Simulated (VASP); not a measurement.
# Al27N (a cell with a defect) in VASP: single point with PBE

Aim: the single point of Al27N (a cell with a defect) with PBE.

All numbers are computed with VASP 6.6.1; they aren't measurements. Logs are shortened: lines on timing, memory, paths and dates and some standing lists are left out, and cuts for length are marked.

## Step 1: The cell of the first run

The cell holds a defect, 28 atoms: a = 8.574 Å, b = 8.574 Å, c = 8.574 Å, α = 60.00°, β = 60.00°, γ = 60.00°.

## Step 2: Single point, PBE

Input file INCAR:

```
PREC = Accurate
ENCUT = 520
EDIFF = 1E-6
ISMEAR = 0
SIGMA = 0.1
LREAL = Auto
LASPH = T
NELM = 60
ALGO = Normal
ISIF = 2
LWAVE = F
LCHARG = F
GGA = PE
NBANDS = 63
```

Input file KPOINTS:

```
regular mesh
0
Gamma
  3 3 3
```

Input file POSCAR:

```
Al27N
1.0
   -6.0624313821     -6.0624313821      0.0000000000
   -6.0624313821      0.0000000000     -6.0624313821
    0.0000000000     -6.0624313821     -6.0624313821
Al N
27 1
Direct
    0.6659004029      0.6663607793      0.6661646533
    0.3405914013      0.6591048621      0.6572541195
    0.0060459241      0.6583373482      0.6656528950
    0.6585835366      0.3411094278      0.6572373770
    0.3241366996      0.3246551385      0.6702524522
   -0.0168175924      0.3158321108      0.6827805940
    0.6578663326      0.0065561979      0.6656468743
    0.3154008482     -0.0162997309      0.6827514802
   -0.0003465606      0.0000303509      0.6218095946
    0.6750422796      0.6755589040      0.3193465423
    0.3378221329      0.6618723161      0.3324483813
    0.0060454292      0.6583675342      0.3345233739
    0.6613542071      0.3383400769      0.3324530000
    0.3241311738      0.3246517570      0.3455580555
   -0.0068639952      0.3418277865      0.3303836982
    0.6578581676      0.0065582598      0.3345340957
    0.3413556987     -0.0063519894      0.3303495535
   -0.0003922519      0.0000913825      0.3324486288
    0.6750365888      0.6755558524     -0.0053516482
    0.3405804322      0.6591145117      0.0076453649
    0.0159866552      0.6843023432     -0.0178375627
    0.6585740520      0.3411172630      0.0076670559
    0.3333313604      0.3338029534     -0.0012682205
   -0.0068632529      0.3418580549     -0.0007470600
    0.6838488947      0.0165077332     -0.0178857282
    0.3413472862     -0.0063486904     -0.0007611633
   -0.0004127057      0.0001510945      0.0430746319
    0.9995339523      1.0001704956      0.8324435663
```

Potentials or basis: VASP PAW PBE potentials, release 64 (Al, N).

Run with:

```sh
$ cat potpaw_PBE.64/Al/POTCAR potpaw_PBE.64/N/POTCAR > POTCAR
$ mpirun -np 1 vasp_std > vasp.out
```

OUTCAR:

```text
PREC = Accurate
   ENCUT = 520
   EDIFF = 1E-6
   ISMEAR = 0
   LREAL = Auto
   LASPH = T
   NELM = 60
   ISIF = 2
   GGA = PE

 ion  position               nearest neighbor table
   1  0.666  0.666  0.666-  22 2.86   4 2.86   2 2.86  20 2.86   6 2.87   8 2.87   3 2.88  12 2.88
                            16 2.88   7 2.88  10 2.90  19 2.90
   2  0.341  0.659  0.657-   4 2.73  11 2.78   8 2.79  21 2.79  17 2.84   3 2.84  23 2.86   1 2.86
                             5 2.89  10 2.89   9 2.94  20 3.00
   3  0.006  0.658  0.666-   9 2.74  24 2.79   5 2.80  19 2.83   2 2.84  12 2.84  11 2.85  21 2.88
                             1 2.88  18 2.89   6 2.97   7 2.99
   4  0.659  0.341  0.657-   2 2.73  13 2.78   6 2.79  25 2.79  15 2.84   7 2.84  23 2.86   1 2.86
                             5 2.88  10 2.89   9 2.94  22 3.00
   5  0.324  0.325  0.670-  14 2.78   3 2.80   7 2.80  26 2.83  24 2.83   4 2.88   2 2.89  13 2.90
                            11 2.90  23 2.90   8 2.91   6 2.91
   6  0.983  0.316  0.683-  28 2.31   4 2.79  22 2.79   8 2.85   1 2.87  15 2.88  24 2.88  14 2.91
                             5 2.91  27 2.93   9 2.93   3 2.97  12 2.97
   7  0.658  0.007  0.666-   9 2.74  26 2.79   5 2.80  19 2.83   4 2.84  16 2.84  13 2.85  25 2.88
                             1 2.88  18 2.89   8 2.97   3 2.99
   8  0.315  0.984  0.683-  28 2.31  20 2.79   2 2.79   6 2.85   1 2.87  26 2.88  17 2.88  14 2.91
                             5 2.91   9 2.93  27 2.93  16 2.97   7 2.97
   9  1.000  0.000  0.622-  28 1.81  18 2.48   3 2.74  17 2.74   7 2.74  15 2.74  21 2.93   8 2.93
[... 22 lines left out ...]
                            19 2.89  14 2.89  27 2.94   2 3.00
  21  0.016  0.684  0.982-  28 2.31  20 2.79   2 2.79  25 2.85  23 2.87  12 2.88   3 2.88  10 2.91
                            19 2.91   9 2.93  27 2.93  24 2.97  15 2.97
  22  0.659  0.341  0.008-  20 2.73  13 2.78   6 2.79  25 2.79  16 2.84  24 2.84  23 2.86   1 2.86
                            19 2.88  14 2.88  27 2.94   4 3.00
  23  0.333  0.334  0.999-  22 2.86   4 2.86   2 2.86  20 2.86  25 2.87  21 2.87  17 2.88  26 2.88
                            24 2.88  15 2.88   5 2.90  14 2.90
  24  0.993  0.342  0.999-  27 2.74   3 2.79  19 2.80   5 2.83  22 2.84  15 2.84  13 2.85   6 2.88
                            23 2.88  18 2.89  21 2.97  26 2.99
  25  0.684  0.017  0.982-  28 2.31   4 2.79  22 2.79  21 2.85  23 2.87   7 2.88  16 2.88  10 2.91
                            19 2.91  27 2.93   9 2.93  17 2.97  26 2.97
  26  0.341  0.994  0.999-  27 2.74   7 2.79  19 2.80   5 2.83  20 2.84  17 2.84  11 2.85   8 2.88
                            23 2.88  18 2.89  25 2.97  24 2.99
  27  1.000  0.000  0.043-  28 1.81  18 2.48  24 2.74  26 2.74  16 2.74  12 2.74   6 2.93  25 2.93
                             8 2.93  21 2.93  22 2.94  20 2.94
  28  1.000  0.000  0.832-   9 1.81  27 1.81   6 2.31  25 2.31   8 2.31  21 2.31

  LATTYP: Found a face centered cubic cell.
 ALAT       =    12.1248627642

  Lattice vectors:

 A1 = (  -6.0624313821,  -6.0624313821,   0.0000000000)
 A2 = (  -6.0624313821,   0.0000000000,  -6.0624313821)
 A3 = (   0.0000000000,  -6.0624313821,  -6.0624313821)

Analysis of symmetry for initial positions (statically):
=====================================================================
 Subroutine PRICEL returns:
 Original cell was already a primitive cell.

 Routine SETGRP: Setting up the symmetry group for a
 face centered cubic supercell.

 Subroutine GETGRP returns: Found  1 space group operations
 (whereof  1 operations were pure point group operations)
 out of a pool of 48 trial point group operations.

The static configuration has the point symmetry C_1 .

Analysis of symmetry for dynamics (positions and initial velocities):
=====================================================================
 Subroutine PRICEL returns:
 Original cell was already a primitive cell.

 Routine SETGRP: Setting up the symmetry group for a
 face centered cubic supercell.

 Subroutine GETGRP returns: Found  1 space group operations
 (whereof  1 operations were pure point group operations)
 out of a pool of 48 trial point group operations.

The dynamic configuration has the point symmetry C_1 .

 Subroutine INISYM returns: Found  1 space group operations
 (whereof  1 operations are pure point group operations),
 and found     1 'primitive' translations

----------------------------------------------------------------------------------------

                                     Primitive cell

  volume of cell :     445.6260

  direct lattice vectors                    reciprocal lattice vectors
    -6.062431382 -6.062431382  0.000000000    -0.082475160 -0.082475160  0.082475160
    -6.062431382  0.000000000 -6.062431382    -0.082475160  0.082475160 -0.082475160
     0.000000000 -6.062431382 -6.062431382     0.082475160 -0.082475160 -0.082475160

  length of vectors
     8.573572682  8.573572682  8.573572682     0.142851168  0.142851168  0.142851168

  position of ions in fractional coordinates (direct lattice)
     0.665900403  0.666360779  0.666164653
     0.340591401  0.659104862  0.657254120
     0.006045924  0.658337348  0.665652895
     0.658583537  0.341109428  0.657237377
     0.324136700  0.324655138  0.670252452
     0.983182408  0.315832111  0.682780594
[... 20 lines left out ...]
     0.999587294  0.000151094  0.043074632
     0.999533952  0.000170496  0.832443566

  ion indices of the primitive-cell ions
   primitive index   ion index
                 1           1
                 2           2
                 3           3
                 4           4
                 5           5
                 6           6
[... 20 lines left out ...]
                27          27
                28          28

----------------------------------------------------------------------------------------

 KPOINTS: regular mesh

Automatic generation of k-mesh.
 Grid dimensions read from file:
 generate k-points for:    3    3    3

 Generating k-lattice:

  Cartesian coordinates                     Fractional coordinates (reciprocal lattice)
    -0.027491720 -0.027491720  0.027491720     0.333333333  0.000000000  0.000000000
    -0.027491720  0.027491720 -0.027491720     0.000000000  0.333333333  0.000000000
     0.027491720 -0.027491720 -0.027491720     0.000000000  0.000000000  0.333333333

  Length of vectors
     0.047617056  0.047617056  0.047617056

  Shift w.r.t. Gamma in fractional coordinates (k-lattice)
     0.000000000  0.000000000  0.000000000

 Subroutine IBZKPT returns following result:
 ===========================================

 Found     14 irreducible k-points:

 Following reciprocal coordinates:
            Coordinates               Weight
  0.000000  0.000000  0.000000      1.000000
  0.333333  0.000000  0.000000      2.000000
  0.000000  0.333333  0.000000      2.000000
  0.000000  0.000000  0.333333      2.000000
  0.333333  0.333333  0.333333      2.000000
  0.333333  0.333333  0.000000      2.000000
  0.000000  0.333333  0.333333      2.000000
  0.333333  0.000000  0.333333      2.000000
 -0.333333  0.333333  0.000000      2.000000
  0.000000 -0.333333  0.333333      2.000000
  0.333333  0.000000 -0.333333      2.000000
  0.333333  0.333333 -0.333333      2.000000
 -0.333333  0.333333 -0.333333      2.000000
  0.333333 -0.333333 -0.333333      2.000000
   k-points           NKPTS =     14   k-points in BZ     NKDIM =     14   number of bands    NBANDS=     63
   number of dos      NEDOS =    301   number of ions     NIONS =     28
   total plane-waves  NPLWV = 262144
   dimension x,y,z NGX =    64 NGY =   64 NGZ =   64
   dimension x,y,z NGXF=   128 NGYF=  128 NGZF=  128
   ions per type =              27   1
   NGX,Y,Z   is equivalent  to a cutoff of  12.41, 12.41, 12.41 a.u.
   NGXF,Y,Z  is equivalent  to a cutoff of  24.82, 24.82, 24.82 a.u.
 SYSTEM =  unknown system
   PREC   = accura    normal or accurate (medium, high low for compatibility)
   ISTART =      0    job   : 0-new  1-cont  2-samecut
   ICHARG =      2    charge: 1-file 2-atom 10-const
   ISPIN  =      1    spin polarized calculation?
   LNONCOLLINEAR =      F non collinear calculations
   LSORBIT =      F    spin-orbit coupling
   LASPH  =      T    aspherical Exc in radial PAW
   ENCUT  =  520.0 eV  38.22 Ry    6.18 a.u.  15.94 15.94 15.94*2*pi/ulx,y,z
   NELM   =     60;   NELMIN=  2; NELMDL= -5     # of ELM steps
   EDIFF  = 0.1E-05   stopping-criterion for ELM
   LREAL  =      T    real-space projection
   EDIFFG = 0.1E-04   stopping-criterion for IOM
   NSW    =      0    number of steps for IOM
   IBRION =     -1    ionic relax: 0-MD 1-quasi-New 2-CG
   NFREE  =      0    steps in history (QN), initial steepest desc. (CG)
   ISIF   =      2    stress and relaxation
   ISYM   =      2    0-nonsym 1-usesym 2-fastsym
   POTIM  = 0.5000    time-step for ionic-motion
   TEBEG  =    0.0;   TEEND  =   0.0 temperature during run
   PSTRESS=    0.0 pullay stress
   NELECT =      86.0000    total number of electrons
   NUPDOWN=      -1.0000    fix difference up-down
   EMIN   =  10.00;   EMAX   =-10.00  energy-range for DOS
   EFERMI =   0.00;   METHOD = LEGACY
   ISMEAR =     0;   SIGMA  =   0.10  broadening in eV -4-tet -1-fermi 0-gaus
   EFERMI_NEDOS =   21; number of points for ismear=-14 and -15
   IALGO  =     38    algorithm
   IMIX   =      4    mixing-type and parameters
     AMIX     =   0.40;   BMIX     =  1.00
     AMIX_MAG =   1.60;   BMIX_MAG =  1.00
  volume/ion in A,a.u.               =      15.92       107.40
  Fermi-wavevector in a.u.,A,eV,Ry     =   0.946057  1.787789 12.177549  0.895025
  Thomas-Fermi vector in A             =   2.074019
   LORBIT       =      0    0 simple, 1 ext, 2 COOP (PROOUT), +10 PAW based schemes
   GGA     = PE    functional components
   LHFCALC =     F    Hartree Fock is set to
   AEXX    =    0.0000 exact exchange contribution
   IVDW    =     0    specifies the selected vdW correction
   LEPSILON=     F    determine dielectric tensor
   LRPA    =     F    only Hartree local field effects (RPA)
 non-spin polarized calculation
 Gauss-broadening in eV      SIGMA  =   0.10
  energy-cutoff  :      520.00
  volume of cell :      445.63
 maximum number of plane-waves:     12039
   NGX = 31   NGY = 31   NGZ = 31

 number of electron      86.0000000 magnetization

 Free energy of the ion-electron system (eV)
  ---------------------------------------------------
  ext. energy  EPLUGINS =         0.00000000
  ---------------------------------------------------
  free energy    TOTEN  =      -108.72492701 eV

  energy without entropy =     -108.65917530  energy(sigma->0) =     -108.69205115

 E-fermi :   8.1548     XC(G=0): -10.2733

 val. band max:        8.1474980144   @ k =   0.0000   0.0000   0.3333
 cond. band min:       8.1552597594   @ k =   0.0000  -0.3333   0.3333
 fundamental gap:      0.0077617450
 Fermi energy:         8.1548388748

 k-point     1 :       0.0000    0.0000    0.0000
  band No.  band energies     occupation
      1      -7.9966      2.00000
      2      -2.7861      2.00000
      3      -0.6548      2.00000
      4      -0.3536      2.00000
      5      -0.3307      2.00000
      6      -0.1914      2.00000
[... 801 lines left out ...]
     54       9.9727      0.00000
     55      10.0807      0.00000
 [bands above 55 left out]

------------------------ aborting loop because EDIFF is reached ----------------------------------------

  FORCE on cell =-STRESS in cart. coord.  units (eV):
  Direction    XX          YY          ZZ          XY          YZ          ZX
  --------------------------------------------------------------------------------------
  -------------------------------------------------------------------------------------
  Total       -1.1957519      7.8790808      7.8806208      0.0010286      3.5274130      0.0017553
  in kB       -4.2991357     28.3279815     28.3335184      0.0036982     12.6822524      0.0063108
  external PRESSURE =      17.4541214 kB  Pullay stress =       0.0000000 kB

 VOLUME and BASIS-vectors are now :
 -----------------------------------------------------------------------------
  energy-cutoff  :      520.00
  volume of cell :      445.63
      direct lattice vectors                 reciprocal lattice vectors
    -6.062431382 -6.062431382  0.000000000    -0.082475160 -0.082475160  0.082475160
    -6.062431382  0.000000000 -6.062431382    -0.082475160  0.082475160 -0.082475160
     0.000000000 -6.062431382 -6.062431382     0.082475160 -0.082475160 -0.082475160

 POSITION                                       TOTAL-FORCE (eV/Angst)
 -----------------------------------------------------------------------------------
     -8.07674     -8.07555     -8.07834        -0.005338     -0.001316     -0.003693
     -6.06059     -6.04937     -7.98034        -0.000702      0.002410     -0.000209
     -4.02778     -4.07213     -8.02660         0.004019     -0.000117     -0.000307
     -6.06057     -7.97707     -6.05241         0.000063     -0.001377      0.002381
     -3.93326     -6.02842     -6.03156        -0.002524      0.001489      0.001580
     -7.87519    -10.09979     -6.05402        -0.004063     -0.001603     -0.000474
[... 20 lines left out ...]
     -6.06085     -6.32107     -0.26205         0.000121     -0.004430     -0.000576
     -6.06064    -11.10624     -5.04767        -0.000053     -0.000067     -0.001460
 -----------------------------------------------------------------------------------
    total drift:                                0.001540      0.008729      0.006797

  FREE ENERGIE OF THE ION-ELECTRON SYSTEM (eV)
  ---------------------------------------------------
  free  energy   TOTEN  =      -108.7249270082 eV

  energy  without entropy=     -108.6591752986  energy(sigma->0) =     -108.69205115
```

Run time: 16 min. Hardware: 1 thread of Intel Xeon Platinum 8259CL at 2.50GHz (Skylake/Cascade Lake), shared host; peak memory 0.66 GiB.

What came out:

```yaml
Free_energy: -108.7249 eV
Pressure: 1.7 GPa
Largest_force: 0.009 eV/Å
Band_gap_on_the_k_mesh: zero (bands 43 and 44 overlap by 0.47 eV)
```

Forces on the atoms (eV/Å):
```
Al  -0.005 -0.001 -0.004
Al  -0.001  0.002  0.000
Al   0.004  0.000  0.000
Al   0.000 -0.001  0.002
Al  -0.003  0.001  0.002
Al  -0.004 -0.002  0.000
Al   0.004  0.001  0.000
Al  -0.004  0.001  0.000
Al   0.000  0.007  0.007
Al   0.001  0.001  0.001
Al   0.001 -0.002  0.005
Al   0.003 -0.001  0.001
Al   0.000  0.003 -0.002
Al  -0.001 -0.002 -0.003
Al  -0.004  0.001  0.000
Al   0.003  0.000  0.000
Al  -0.004  0.001  0.000
Al   0.000 -0.001  0.000
Al   0.000 -0.002 -0.002
Al   0.001 -0.001 -0.001
Al   0.005  0.000 -0.001
Al   0.001  0.001 -0.002
Al   0.007 -0.001 -0.002
Al  -0.003  0.000 -0.001
Al   0.004 -0.001  0.000
Al  -0.003 -0.001  0.001
Al   0.000 -0.004 -0.001
N    0.000  0.000 -0.001
```

Stress tensor (GPa, compression positive):
```
-0.43  0.00  0.00
 0.00  2.83  1.27
 0.00  1.27  2.83
```

Levels at points of the mesh, in eV from the Fermi level:
| k point | band 40 | band 41 | band 42 | band 43 | band 44 | band 45 | band 46 | band 47 |
| --- | --- | --- | --- | --- | --- | --- | --- | --- |
| (0.00, 0.00, 0.00) | -1.00 | -0.91 | -0.51 | 0.07 | 0.11 | 0.23 | 0.23 | 0.25 |
